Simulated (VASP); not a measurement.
CdTe, 2 atoms in the cell. The structure is cubic, space group F-43m (No. 216). The conventional cell has a = 6.410 Å, b = 6.410 Å, c = 6.410 Å, α = 90.00°, β = 90.00°, γ = 90.00°. Within 3.7 Å of Te (site symmetry -43m) lie 4 Cd at 2.78 Å. Cd (site symmetry -43m) has 4 Te at 2.78 Å within 3.7 Å. 

```yaml
Program: VASP 6.6.1
Task: single point
Functional: r2SCAN50
Potentials_or_basis: VASP PAW PBE potentials, release 64 (Te, Cd)
Cutoff: 520 eV
k_mesh: 4 × 4 × 4
Occupations: fermi-dirac, width 0.05 eV
Spin: no spin polarisation
Dipole_correction: no
Grid_for_exact_exchange_PRECFOCK: Normal
Further_INCAR_settings: ALGO = Normal; EDIFF = 1e-06; NBANDS = 16
Share_of_exact_exchange: 0.5
```

Potentials or basis: VASP PAW PBE potentials, release 64 (Te, Cd).

Launch:

```sh
$ cat potpaw_PBE.64/Te/POTCAR potpaw_PBE.64/Cd/POTCAR > POTCAR
$ cp INCAR.step1 INCAR
$ mpirun -np 1 vasp_std > vasp.out
$ cp INCAR.step2 INCAR
$ mpirun -np 1 vasp_std > vasp.out
```

Hardware: 1 thread of Intel Xeon 8259CL (shared host).

Q: How long does it take, and how much memory?

A: Run time: 50 min on 1 thread of Intel Xeon 8259CL, with other jobs on the host, peak memory 0.24 GiB. Counts: k points 8.
